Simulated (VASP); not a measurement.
A run of VASP 6.6.1 is set up as follows.

POSCAR

```
Cu
1.0
   -1.4625600684      1.4625600684      1.3391368546
    1.4625600684     -1.4625600684      1.3391368546
    1.4625600684      1.4625600684     -1.3391368546
Cu
1
Direct
    0.0000000000      0.0000000000      0.0000000000
```

File INCAR.step1:

```
SYSTEM = Cu
PREC = Accurate
ENCUT = 520
ISMEAR = 0
SIGMA = 0.15
LREAL = .False.
LASPH = .True.
NELM = 100
NBANDS = 12
GGA = PE
ALGO = Normal
EDIFF = 1E-4
LWAVE = .True.
LCHARG = .False.
```

The input INCAR.step2:

```
SYSTEM = Cu
PREC = Accurate
ENCUT = 520
EDIFF = 1E-6
ISMEAR = 0
SIGMA = 0.15
LREAL = .False.
LASPH = .True.
NELM = 100
ALGO = Normal
ISIF = 2
LWAVE = .False.
LCHARG = .False.
METAGGA = R2SCAN
LMIXTAU = .True.
NBANDS = 12
ISTART = 1
```

Contents of KPOINTS:

```
regular mesh
0
Gamma
  26 26 26
  0 0 0
```

Potentials or basis: VASP PAW PBE potentials, release 64 (Cu).

Launch:

```sh
$ cat potpaw_PBE.64/Cu/POTCAR > POTCAR
$ cp INCAR.step1 INCAR
$ mpirun -np 1 vasp_std > vasp.out
$ cp INCAR.step2 INCAR
$ mpirun -np 1 vasp_std > vasp.out
```

Problem. What does it give for the band gap on the k mesh?

Solution. Zero (an odd number of electrons rules out a gap without spin polarisation).

Problem. Estimate the pressure.

Solution. 1.1 GPa.

Stress tensor (GPa, compression positive):
```
0.77 0.00 0.00
0.00 0.77 0.00
0.00 0.00 1.62
```

Caveat: the PAW data sets were made with another functional, which shifts forces and pressure a little.
